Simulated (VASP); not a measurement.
# MgCdTe6C2 (R-3) in VASP: single point with LDA

Aim: the single point of MgCdTe6C2 with LDA.

All numbers are computed with VASP 6.6.1; they aren't measurements. Logs are shortened: lines on timing, memory, paths and dates and some standing lists are left out, and cuts for length are marked.

## (1) The cell of the first run

Symmetry: R-3, No. 148, trigonal system. Conventional cell: a = 6.523 Å, b = 6.523 Å, c = 21.357 Å, α = 90.00°, β = 90.00°, γ = 120.00°. Cd (site symmetry -3) has 6 Te at 2.36 Å within 3.1 Å. Mg (site symmetry -3) has 6 Te at 2.95 Å within 3.9 Å. C (site symmetry 3) has 12 Te at 3.34 to 4.53 Å and 3 Mg at 4.11 Å and 3 Cd at 4.23 Å within 4.6 Å. Within 3.2 Å of Te (site symmetry 1) lie 1 Cd at 2.36 Å and 1 Mg at 2.95 Å and 4 Te at 2.97 to 3.10 Å.

## (2) Single point, LDA

File INCAR:

```
PREC = Accurate
ENCUT = 520
EDIFF = 1E-7
ISMEAR = -1
SIGMA = 0.1
LREAL = F
LASPH = T
NELM = 60
ALGO = Normal
ISIF = 2
LWAVE = F
LCHARG = F
GGA = CA
NBANDS = 40
```

File KPOINTS:

```
Automatic mesh
0
Gamma
  4 4 4
```

File POSCAR:

```
MgCdTe6C2
1.0
    3.2613670000      5.6488490000      0.0000000000
   -3.2613670000      5.6488490000      0.0000000000
    0.0000000000     -3.7658990000      7.1189830000
Cd Mg C Te
1 1 2 6
Direct
    0.0000000000      0.0000000000      0.0000000000
    0.5000000000      0.5000000000      0.5000000000
    0.2435000000      0.2435000000      0.7305000000
    0.7565000000      0.7565000000      0.2695000000
    0.7618000000      0.7662000000      0.8367000000
    0.3087000000      0.7618000000      0.8367000000
    0.7662000000      0.3087000000      0.8367000000
    0.2382000000      0.2338000000      0.1633000000
    0.6913000000      0.2382000000      0.1633000000
    0.2338000000      0.6913000000      0.1633000000
```

Potentials or basis: VASP PAW LDA potentials, release 64 (Cd, Mg, C, Te).

Launch:

```bash
> cat potpaw_LDA.64/Cd/POTCAR potpaw_LDA.64/Mg/POTCAR potpaw_LDA.64/C/POTCAR potpaw_LDA.64/Te/POTCAR > POTCAR
> mpirun -np 1 vasp_std > vasp.out
```

OUTCAR:

```text
PREC = Accurate
   ENCUT = 520
   EDIFF = 1E-7
   ISMEAR = -1
   LREAL = F
   LASPH = T
   NELM = 60
   ISIF = 2
   GGA = CA

 ion  position               nearest neighbor table
   1  0.000  0.000  0.000-   5 2.36   8 2.36   7 2.36  10 2.36   9 2.36   6 2.36
   2  0.500  0.500  0.500-   5 2.95   8 2.95   6 2.95   9 2.95   7 2.95  10 2.95
   3  0.243  0.243  0.730-
   4  0.757  0.757  0.270-
   5  0.762  0.766  0.837-   1 2.36   2 2.95   6 2.97   7 2.97   9 3.10  10 3.10   7 3.55   6 3.55

   6  0.309  0.762  0.837-   1 2.36   2 2.95   5 2.97   7 2.97  10 3.10   8 3.10   5 3.55   7 3.55

   7  0.766  0.309  0.837-   1 2.36   2 2.95   5 2.97   6 2.97   9 3.10   8 3.10   5 3.55   6 3.55

   8  0.238  0.234  0.163-   1 2.36   2 2.95   9 2.97  10 2.97   6 3.10   7 3.10  10 3.55   9 3.55

   9  0.691  0.238  0.163-   1 2.36   2 2.95   8 2.97  10 2.97   7 3.10   5 3.10   8 3.55  10 3.55

  10  0.234  0.691  0.163-   1 2.36   2 2.95   8 2.97   9 2.97   6 3.10   5 3.10   8 3.55   9 3.55

  LATTYP: Found a trigonal (rhomboedric) cell.
 ALAT       =     8.0536907294
 COS(alpha) =     0.6720259791

  Lattice vectors:

 A1 = (   3.2613670000,   1.8829500000,   7.1189830000)
 A2 = (  -3.2613670000,   1.8829500000,   7.1189830000)
 A3 = (   0.0000000000,  -3.7658990000,   7.1189830000)

Analysis of symmetry for initial positions (statically):
=====================================================================
 Subroutine PRICEL returns:
 Original cell was already a primitive cell.

 Routine SETGRP: Setting up the symmetry group for a
 trigonal (rhombohedral) supercell.

 Subroutine GETGRP returns: Found  6 space group operations
 (whereof  6 operations were pure point group operations)
 out of a pool of 12 trial point group operations.

The static configuration has the point symmetry S_6 .

Analysis of symmetry for dynamics (positions and initial velocities):
=====================================================================
 Subroutine PRICEL returns:
 Original cell was already a primitive cell.

 Routine SETGRP: Setting up the symmetry group for a
 trigonal (rhombohedral) supercell.

 Subroutine GETGRP returns: Found  6 space group operations
 (whereof  6 operations were pure point group operations)
 out of a pool of 12 trial point group operations.

The dynamic configuration has the point symmetry S_6 .

 Subroutine INISYM returns: Found  6 space group operations
 (whereof  6 operations are pure point group operations),
 and found     1 'primitive' translations

----------------------------------------------------------------------------------------

                                     Primitive cell

  volume of cell :     262.3056

  direct lattice vectors                    reciprocal lattice vectors
     3.261367000  5.648849000  0.000000000     0.153309946  0.088513607  0.046823163
    -3.261367000  5.648849000  0.000000000    -0.153309946  0.088513607  0.046823163
     0.000000000 -3.765899000  7.118983000     0.000000000  0.000000000  0.140469502

  length of vectors
     6.522730236  6.522730236  8.053689480     0.183114737  0.183114737  0.140469502

  position of ions in fractional coordinates (direct lattice)
     0.000000000  0.000000000  0.000000000
     0.500000000  0.500000000  0.500000000
     0.243500000  0.243500000  0.730500000
     0.756500000  0.756500000  0.269500000
     0.761800000  0.766200000  0.836700000
     0.308700000  0.761800000  0.836700000
     0.766200000  0.308700000  0.836700000
     0.238200000  0.233800000  0.163300000
     0.691300000  0.238200000  0.163300000
     0.233800000  0.691300000  0.163300000

  ion indices of the primitive-cell ions
   primitive index   ion index
                 1           1
                 2           2
                 3           3
                 4           4
                 5           5
                 6           6
                 7           7
                 8           8
                 9           9
                10          10

----------------------------------------------------------------------------------------

 KPOINTS: Automatic mesh

Automatic generation of k-mesh.
 Grid dimensions read from file:
 generate k-points for:    4    4    4

 Generating k-lattice:

  Cartesian coordinates                     Fractional coordinates (reciprocal lattice)
     0.038327487  0.022128402  0.011705791     0.250000000  0.000000000  0.000000000
    -0.038327487  0.022128402  0.011705791     0.000000000  0.250000000  0.000000000
     0.000000000  0.000000000  0.035117376     0.000000000  0.000000000  0.250000000

  Length of vectors
     0.045778684  0.045778684  0.035117376

  Shift w.r.t. Gamma in fractional coordinates (k-lattice)
     0.000000000  0.000000000  0.000000000

 Subroutine IBZKPT returns following result:
 ===========================================

 Found     14 irreducible k-points:

 Following reciprocal coordinates:
            Coordinates               Weight
  0.000000  0.000000  0.000000      1.000000
  0.250000 -0.000000  0.000000      6.000000
  0.500000 -0.000000  0.000000      3.000000
  0.250000  0.250000  0.000000      6.000000
  0.500000  0.250000  0.000000      6.000000
 -0.250000  0.250000 -0.250000      6.000000
 -0.250000  0.250000  0.000000      6.000000
  0.500000  0.500000  0.000000      3.000000
  0.000000  0.000000  0.250000      2.000000
  0.250000 -0.000000  0.250000      6.000000
  0.500000 -0.000000  0.250000      6.000000
  0.250000  0.250000  0.250000      6.000000
  0.500000  0.250000  0.250000      6.000000
  0.000000  0.000000  0.500000      1.000000
   k-points           NKPTS =     14   k-points in BZ     NKDIM =     14   number of bands    NBANDS=     40
   number of dos      NEDOS =    301   number of ions     NIONS =     10
   total plane-waves  NPLWV = 150000
   dimension x,y,z NGX =    50 NGY =   50 NGZ =   60
   dimension x,y,z NGXF=   100 NGYF=  100 NGZF=  120
   ions per type =               1   1   2   6
   NGX,Y,Z   is equivalent  to a cutoff of  12.74, 12.74, 12.39 a.u.
   NGXF,Y,Z  is equivalent  to a cutoff of  25.49, 25.49, 24.77 a.u.
 SYSTEM =  unknown system
   PREC   = accura    normal or accurate (medium, high low for compatibility)
   ISTART =      0    job   : 0-new  1-cont  2-samecut
   ICHARG =      2    charge: 1-file 2-atom 10-const
   ISPIN  =      1    spin polarized calculation?
   LNONCOLLINEAR =      F non collinear calculations
   LSORBIT =      F    spin-orbit coupling
   LASPH  =      T    aspherical Exc in radial PAW
   ENCUT  =  520.0 eV  38.22 Ry    6.18 a.u.  12.13 12.13 14.97*2*pi/ulx,y,z
   NELM   =     60;   NELMIN=  2; NELMDL= -5     # of ELM steps
   EDIFF  = 0.1E-06   stopping-criterion for ELM
   LREAL  =      F    real-space projection
   EDIFFG = 0.1E-05   stopping-criterion for IOM
   NSW    =      0    number of steps for IOM
   IBRION =     -1    ionic relax: 0-MD 1-quasi-New 2-CG
   NFREE  =      0    steps in history (QN), initial steepest desc. (CG)
   ISIF   =      2    stress and relaxation
   ISYM   =      2    0-nonsym 1-usesym 2-fastsym
   POTIM  = 0.5000    time-step for ionic-motion
   TEBEG  =    0.0;   TEEND  =   0.0 temperature during run
   PSTRESS=    0.0 pullay stress
   NELECT =      58.0000    total number of electrons
   NUPDOWN=      -1.0000    fix difference up-down
   EMIN   =  10.00;   EMAX   =-10.00  energy-range for DOS
   EFERMI =   0.00;   METHOD = LEGACY
   ISMEAR =    -1;   SIGMA  =   0.10  broadening in eV -4-tet -1-fermi 0-gaus
   EFERMI_NEDOS =   21; number of points for ismear=-14 and -15
   IALGO  =     38    algorithm
   IMIX   =      4    mixing-type and parameters
     AMIX     =   0.40;   BMIX     =  1.00
     AMIX_MAG =   1.60;   BMIX_MAG =  1.00
  volume/ion in A,a.u.               =      26.23       177.01
  Fermi-wavevector in a.u.,A,eV,Ry     =   0.989954  1.870742 13.333828  0.980009
  Thomas-Fermi vector in A             =   2.121590
   LORBIT       =      0    0 simple, 1 ext, 2 COOP (PROOUT), +10 PAW based schemes
   GGA     = CA    functional components
   LHFCALC =     F    Hartree Fock is set to
   AEXX    =    0.0000 exact exchange contribution
   IVDW    =     0    specifies the selected vdW correction
   LEPSILON=     F    determine dielectric tensor
   LRPA    =     F    only Hartree local field effects (RPA)
 non-spin polarized calculation
  energy-cutoff  :      520.00
  volume of cell :      262.31
 maximum number of plane-waves:      7086
 NGX is ok and might be reduce to    50
   NGX = 25   NGY = 25   NGZ = 29

 number of electron      57.9999999 magnetization

 Free energy of the ion-electron system (eV)
  ---------------------------------------------------
  ext. energy  EPLUGINS =         0.00000000
  ---------------------------------------------------
  free energy    TOTEN  =       -21.92080215 eV

  energy without entropy =      -21.47899446  energy(sigma->0) =      -21.69989831

 E-fermi :   5.2064     XC(G=0):  -9.4389

 val. band max:        5.1899185294   @ k =   0.2500   0.2500   0.0000
 cond. band min:       5.2079669307   @ k =  -0.2500   0.2500   0.0000
 fundamental gap:      0.0180484013
 Fermi energy:         5.2063693245

 k-point     1 :       0.0000    0.0000    0.0000
  band No.  band energies     occupation
      1      -9.9524      2.00000
      2      -8.4589      2.00000
      3      -8.4589      2.00000
      4      -7.4551      2.00000
      5      -6.8000      2.00000
      6      -6.8000      2.00000
[... 32 lines left out ...]
     39       7.8095      0.00000
     40       9.3822      0.00000

 k-point     2 :       0.2500   -0.0000    0.0000
  band No.  band energies     occupation
      1      -9.7166      2.00000
      2      -8.6382      2.00000
      3      -8.4401      2.00000
      4      -7.5897      2.00000
      5      -6.9363      2.00000
      6      -6.8575      2.00000
[... 505 lines left out ...]
     39       9.7017      0.00000
     40       9.7877      0.00000

 k-point    14 :       0.0000    0.0000    0.5000
  band No.  band energies     occupation
      1      -9.9299      2.00000
      2      -8.4613      2.00000
      3      -8.4613      2.00000
      4      -7.5474      2.00000
      5      -6.7996      2.00000
      6      -6.7996      2.00000
[... 32 lines left out ...]
     39       8.6648      0.00000
     40       9.8521      0.00000

------------------------ aborting loop because EDIFF is reached ----------------------------------------

  FORCE on cell =-STRESS in cart. coord.  units (eV):
  Direction    XX          YY          ZZ          XY          YZ          ZX
  --------------------------------------------------------------------------------------
  -------------------------------------------------------------------------------------
  Total       35.7681274     35.7680723     21.3486755      0.0000002      0.0000010      0.0000000
  in kB      218.4737162    218.4733801    130.3989003      0.0000012      0.0000061      0.0000000
  external PRESSURE =     189.1153322 kB  Pullay stress =       0.0000000 kB

 VOLUME and BASIS-vectors are now :
 -----------------------------------------------------------------------------
  energy-cutoff  :      520.00
  volume of cell :      262.31
      direct lattice vectors                 reciprocal lattice vectors
     3.261367000  5.648849000  0.000000000     0.153309946  0.088513607  0.046823163
    -3.261367000  5.648849000  0.000000000    -0.153309946  0.088513607  0.046823163
     0.000000000 -3.765899000  7.118983000     0.000000000  0.000000000  0.140469502

 POSITION                                       TOTAL-FORCE (eV/Angst)
 -----------------------------------------------------------------------------------
      0.00000      0.00000      0.00000         0.000000      0.000000      0.000000
      0.00000      3.76590      3.55949         0.000000      0.000000      0.000000
      0.00000      0.00000      5.20042         0.000000      0.000000      0.746066
      0.00000      7.53180      1.91857         0.000000     -0.000000     -0.746066
     -0.01435      5.48051      5.95645        -0.100960     -4.836148     -3.873763
     -1.47773      2.89617      5.95645         4.238710      2.330640     -3.873763
      1.49208      2.92102      5.95645        -4.137750      2.505507     -3.873763
      0.01435      2.05129      1.16253         0.100960      4.836148      3.873763
      1.47773      4.63563      1.16253        -4.238710     -2.330640      3.873763
     -1.49208      4.61078      1.16253         4.137750     -2.505507      3.873763
 -----------------------------------------------------------------------------------
    total drift:                               -0.000000     -0.000000      0.000000

  FREE ENERGIE OF THE ION-ELECTRON SYSTEM (eV)
  ---------------------------------------------------
  free  energy   TOTEN  =       -21.9208021542 eV

  energy  without entropy=      -21.4789944567  energy(sigma->0) =      -21.69989831
```

Wall time 5.9 min (1 thread of Intel Xeon 8259CL, shared host); peak memory 0.4 GiB.

Results:

| Property | Result |
| --- | --- |
| Free energy | -21.9208 eV |
| Pressure | 18.9 GPa |
| Largest force | 6.197 eV/Å |
| Band gap on the k mesh | zero (bands 29 and 30 overlap by 0.35 eV) |

Forces in eV/Å, atoms in the order of the input:
```
Cd   0.000  0.000  0.000
Mg   0.000  0.000  0.000
C    0.000  0.000  0.746
C    0.000  0.000 -0.746
Te  -0.101 -4.836 -3.874
Te   4.239  2.331 -3.874
Te  -4.138  2.506 -3.874
Te   0.101  4.836  3.874
Te  -4.239 -2.331  3.874
Te   4.138 -2.506  3.874
```

Levels at points of the mesh, in eV from the Fermi level:
| k point | band 27 | band 28 | band 29 | band 30 | band 31 | band 32 |
| --- | --- | --- | --- | --- | --- | --- |
| (0.00, 0.00, 0.00) | -0.11 | -0.11 | 0.19 | 0.38 | 0.99 | 0.99 |
| (0.50, 0.00, 0.00) | -0.84 | -0.61 | -0.03 | 0.13 | 0.14 | 0.46 |
| (0.50, 0.50, 0.00) | -1.01 | -0.71 | -0.25 | 0.06 | 0.15 | 0.47 |
| (0.00, 0.00, 0.50) | -0.51 | -0.09 | -0.09 | 0.04 | 0.97 | 0.97 |

Caveat: the cell stands under pressure; spin-orbit coupling is left out, which moves the levels of the heavy elements; forces of over 1 eV/Å act on the atoms, so gaps and moduli don't describe the material at rest.
